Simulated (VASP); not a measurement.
# TiN (Fm-3m) in VASP: a series of runs, part 2 of 2

VASP 6.6.1. Earlier steps stand in the parts before.

## (3) Single point, r2SCAN

This run uses another cell than the first one, of 9.48 Å³/atom, 0.976 times its volume.

File POSCAR:

```
TiN
1.0
    0.0000000000      2.1161556745      2.1161556745
    2.1161556745      0.0000000000      2.1161556745
    2.1161556745      2.1161556745      0.0000000000
Ti N
1 1
Direct
    0.0000000000      0.0000000000      0.0000000000
    0.5000000000      0.5000000000      0.5000000000
```

File INCAR.step1:

```
PREC = Accurate ; ENCUT = 660
ISMEAR = 0 ; SIGMA = 0.1
LREAL = False ; LASPH = True
NELM = 120 ; NBANDS = 16
GGA = PE ; ALGO = Normal
EDIFF = 1E-5 ; LWAVE = True
LCHARG = False ; GGA_COMPAT = False
```

File INCAR.step2:

```
PREC = Accurate ; ENCUT = 660
EDIFF = 1E-6 ; ISMEAR = 0
SIGMA = 0.1 ; LREAL = False
LASPH = True ; NELM = 120
ALGO = Normal ; ISIF = 2
LWAVE = False ; LCHARG = False
METAGGA = R2SCAN ; LMIXTAU = True
NBANDS = 16 ; ISTART = 1
GGA_COMPAT = False
```

File KPOINTS:

```
Automatic mesh
0
Gamma
  16 16 16
```

Potentials or basis: VASP PAW PBE potentials, release 64 (Ti_sv, N).

Started as:

```console
cat potpaw_PBE.64/Ti_sv/POTCAR potpaw_PBE.64/N/POTCAR > POTCAR
cp INCAR.step1 INCAR
mpirun -np 1 vasp_std > vasp.out
cp INCAR.step2 INCAR
mpirun -np 1 vasp_std > vasp.out
```

OUTCAR:

```text
PREC = Accurate
   ENCUT = 660
   EDIFF = 1E-6
   ISMEAR = 0
   LREAL = False
   LASPH = True
   NELM = 120
   ISIF = 2
   METAGGA = R2SCAN
   ISTART = 1

 ion  position               nearest neighbor table
   1  0.000  0.000  0.000-   2 2.12   2 2.12   2 2.12   2 2.12   2 2.12   2 2.12
   2  0.500  0.500  0.500-   1 2.12   1 2.12   1 2.12   1 2.12   1 2.12   1 2.12

  LATTYP: Found a face centered cubic cell.
 ALAT       =     4.2323113490

  Lattice vectors:

 A1 = (   0.0000000000,   2.1161556745,   2.1161556745)
 A2 = (   2.1161556745,   0.0000000000,   2.1161556745)
 A3 = (   2.1161556745,   2.1161556745,   0.0000000000)

Analysis of symmetry for initial positions (statically):
=====================================================================
 Subroutine PRICEL returns:
 Original cell was already a primitive cell.

 Routine SETGRP: Setting up the symmetry group for a
 face centered cubic supercell.

 Subroutine GETGRP returns: Found 48 space group operations
 (whereof 48 operations were pure point group operations)
 out of a pool of 48 trial point group operations.

The static configuration has the point symmetry O_h .

Analysis of symmetry for dynamics (positions and initial velocities):
=====================================================================
 Subroutine PRICEL returns:
 Original cell was already a primitive cell.

 Routine SETGRP: Setting up the symmetry group for a
 face centered cubic supercell.

 Subroutine GETGRP returns: Found 48 space group operations
 (whereof 48 operations were pure point group operations)
 out of a pool of 48 trial point group operations.

The dynamic configuration has the point symmetry O_h .

 Subroutine INISYM returns: Found 48 space group operations
 (whereof 48 operations are pure point group operations),
 and found     1 'primitive' translations

----------------------------------------------------------------------------------------

                                     Primitive cell

  volume of cell :      18.9528

  direct lattice vectors                    reciprocal lattice vectors
     0.000000000  2.116155674  2.116155674    -0.236277513  0.236277513  0.236277513
     2.116155674  0.000000000  2.116155674     0.236277513 -0.236277513  0.236277513
     2.116155674  2.116155674  0.000000000     0.236277513  0.236277513 -0.236277513

  length of vectors
     2.992696055  2.992696055  2.992696055     0.409244657  0.409244657  0.409244657

  position of ions in fractional coordinates (direct lattice)
     0.000000000  0.000000000  0.000000000
     0.500000000  0.500000000  0.500000000

  ion indices of the primitive-cell ions
   primitive index   ion index
                 1           1
                 2           2

----------------------------------------------------------------------------------------

 KPOINTS: Automatic mesh

Automatic generation of k-mesh.
 Grid dimensions read from file:
 generate k-points for:   16   16   16

 Generating k-lattice:

  Cartesian coordinates                     Fractional coordinates (reciprocal lattice)
    -0.014767345  0.014767345  0.014767345     0.062500000  0.000000000  0.000000000
     0.014767345 -0.014767345  0.014767345     0.000000000  0.062500000  0.000000000
     0.014767345  0.014767345 -0.014767345     0.000000000  0.000000000  0.062500000

  Length of vectors
     0.025577791  0.025577791  0.025577791

  Shift w.r.t. Gamma in fractional coordinates (k-lattice)
     0.000000000  0.000000000  0.000000000

 Subroutine IBZKPT returns following result:
 ===========================================

 Found    145 irreducible k-points:

 Following reciprocal coordinates:
            Coordinates               Weight
  0.000000  0.000000  0.000000      1.000000
  0.062500  0.000000  0.000000      8.000000
  0.125000  0.000000  0.000000      8.000000
  0.187500  0.000000  0.000000      8.000000
  0.250000  0.000000  0.000000      8.000000
  0.312500  0.000000  0.000000      8.000000
[... 16 lines left out ...]
 -0.125000  0.062500  0.000000     24.000000
 -0.062500  0.062500  0.000000     12.000000
 [... further k-points ...]
   k-points           NKPTS =    145   k-points in BZ     NKDIM =    145   number of bands    NBANDS=     16
   number of dos      NEDOS =    301   number of ions     NIONS =      2
   total plane-waves  NPLWV =  21952
   dimension x,y,z NGX =    28 NGY =   28 NGZ =   28
   dimension x,y,z NGXF=    56 NGYF=   56 NGZF=   56
   ions per type =               1   1
   NGX,Y,Z   is equivalent  to a cutoff of  15.55, 15.55, 15.55 a.u.
   NGXF,Y,Z  is equivalent  to a cutoff of  31.11, 31.11, 31.11 a.u.
 SYSTEM =  unknown system
   PREC   = accura    normal or accurate (medium, high low for compatibility)
   ISTART =      1    job   : 0-new  1-cont  2-samecut
   ICHARG =      0    charge: 1-file 2-atom 10-const
   ISPIN  =      1    spin polarized calculation?
   LNONCOLLINEAR =      F non collinear calculations
   LSORBIT =      F    spin-orbit coupling
   LASPH  =      T    aspherical Exc in radial PAW
   ENCUT  =  660.0 eV  48.51 Ry    6.96 a.u.   6.27  6.27  6.27*2*pi/ulx,y,z
   NELM   =    120;   NELMIN=  2; NELMDL=  0     # of ELM steps
   EDIFF  = 0.1E-05   stopping-criterion for ELM
   LREAL  =      F    real-space projection
   EDIFFG = 0.1E-04   stopping-criterion for IOM
   NSW    =      0    number of steps for IOM
   IBRION =     -1    ionic relax: 0-MD 1-quasi-New 2-CG
   NFREE  =      0    steps in history (QN), initial steepest desc. (CG)
   ISIF   =      2    stress and relaxation
   ISYM   =      2    0-nonsym 1-usesym 2-fastsym
   POTIM  = 0.5000    time-step for ionic-motion
   TEBEG  =    0.0;   TEEND  =   0.0 temperature during run
   PSTRESS=    0.0 pullay stress
   NELECT =      17.0000    total number of electrons
   NUPDOWN=      -1.0000    fix difference up-down
   EMIN   =  10.00;   EMAX   =-10.00  energy-range for DOS
   EFERMI =   0.00;   METHOD = LEGACY
   ISMEAR =     0;   SIGMA  =   0.10  broadening in eV -4-tet -1-fermi 0-gaus
   EFERMI_NEDOS =   21; number of points for ismear=-14 and -15
   IALGO  =     38    algorithm
   IMIX   =      4    mixing-type and parameters
     AMIX     =   0.40;   BMIX     =  1.00
     AMIX_MAG =   1.60;   BMIX_MAG =  1.00
  volume/ion in A,a.u.               =       9.48        63.95
  Fermi-wavevector in a.u.,A,eV,Ry     =   1.578823  2.983543 33.915011  2.492683
  Thomas-Fermi vector in A             =   2.679296
   LORBIT       =      0    0 simple, 1 ext, 2 COOP (PROOUT), +10 PAW based schemes
   METAGGA = R2SCAN    functional components
   LHFCALC =     F    Hartree Fock is set to
   AEXX    =    0.0000 exact exchange contribution
   IVDW    =     0    specifies the selected vdW correction
   LEPSILON=     F    determine dielectric tensor
   LRPA    =     F    only Hartree local field effects (RPA)
 non-spin polarized calculation
 Gauss-broadening in eV      SIGMA  =   0.10
  energy-cutoff  :      660.00
  volume of cell :       18.95
 maximum number of plane-waves:       748
 NGX is ok and might be reduce to    28
   NGX = 13   NGY = 13   NGZ = 13

 number of electron      16.9999999 magnetization

 Free energy of the ion-electron system (eV)
  ---------------------------------------------------
  ext. energy  EPLUGINS =         0.00000000
  ---------------------------------------------------
  free energy    TOTEN  =       -26.01697333 eV

  energy without entropy =      -26.01195874  energy(sigma->0) =      -26.01446604

 E-fermi :  11.7489     XC(G=0): -13.9175

 val. band max:       11.7095804716   @ k =   0.1250   0.0000   0.0000
 cond. band min:      11.7543687213   @ k =  -0.3125   0.4375   0.1250
 fundamental gap:      0.0447882497
 Fermi energy:        11.7489130410

 k-point     1 :       0.0000    0.0000    0.0000
  band No.  band energies     occupation
      1     -48.6156      2.00000
      2     -23.5488      2.00000
      3     -23.5488      2.00000
      4     -23.5488      2.00000
      5      -6.5572      2.00000
      6       9.3513      2.00000
[... 8 lines left out ...]
     15      25.6402      0.00000
     16      32.1205      0.00000
[... 419 lines left out ...]
 k-point    24 :      -0.0625    0.0625    0.0000
  band No.  band energies     occupation
      1     -48.6056      2.00000
      2     -23.6134      2.00000
      3     -23.5651      2.00000
      4     -23.5495      2.00000
      5      -6.3545      2.00000
      6       8.2760      2.00000
[... 8 lines left out ...]
     15      25.7324      0.00000
     16      31.4309      0.00000

 [... further k-points ...]
[... 5 lines left out ...]
  --------------------------------------------------------------------------------------
  -------------------------------------------------------------------------------------
  Total        0.1956019      0.1956019      0.1956019      0.0000000      0.0000000      0.0000000
  in kB       16.5352482     16.5352482     16.5352482      0.0000000      0.0000000      0.0000000
  external PRESSURE =      16.5352482 kB  Pullay stress =       0.0000000 kB

 VOLUME and BASIS-vectors are now :
 -----------------------------------------------------------------------------
  energy-cutoff  :      660.00
  volume of cell :       18.95
      direct lattice vectors                 reciprocal lattice vectors
     0.000000000  2.116155674  2.116155674    -0.236277513  0.236277513  0.236277513
     2.116155674  0.000000000  2.116155674     0.236277513 -0.236277513  0.236277513
     2.116155674  2.116155674  0.000000000     0.236277513  0.236277513 -0.236277513

 POSITION                                       TOTAL-FORCE (eV/Angst)
 -----------------------------------------------------------------------------------
      0.00000      0.00000      0.00000         0.000000      0.000000      0.000000
      2.11616      2.11616      2.11616         0.000000      0.000000     -0.000000
 -----------------------------------------------------------------------------------
    total drift:                                0.000000      0.000000      0.000000

  FREE ENERGIE OF THE ION-ELECTRON SYSTEM (eV)
  ---------------------------------------------------
  free  energy   TOTEN  =       -26.0169733264 eV

  energy  without entropy=      -26.0119587442  energy(sigma->0) =      -26.01446604
```

Wall time 2.3 min (1 thread of Intel Xeon 6975P-C (Granite Rapids), shared host); peak memory 0.21 GiB.

What came out:

```yaml
Free_energy: -26.0170 eV
Pressure: 1.7 GPa
```

Levels at points of the mesh, in eV from the Fermi level:
```csv
k point,band 6,band 7,band 8,band 9,band 10,band 11
"(0.00, 0.00, 0.00)",-2.40,-2.40,-2.40,-0.63,-0.63,-0.63
"(0.50, 0.00, 0.00)",-8.55,-5.95,-5.95,1.74,1.74,2.45
"(0.50, 0.50, 0.00)",-6.29,-3.63,-3.63,-3.13,1.67,2.46
```

Caveat: the PAW data sets were made with another functional, which shifts forces and pressure a little.
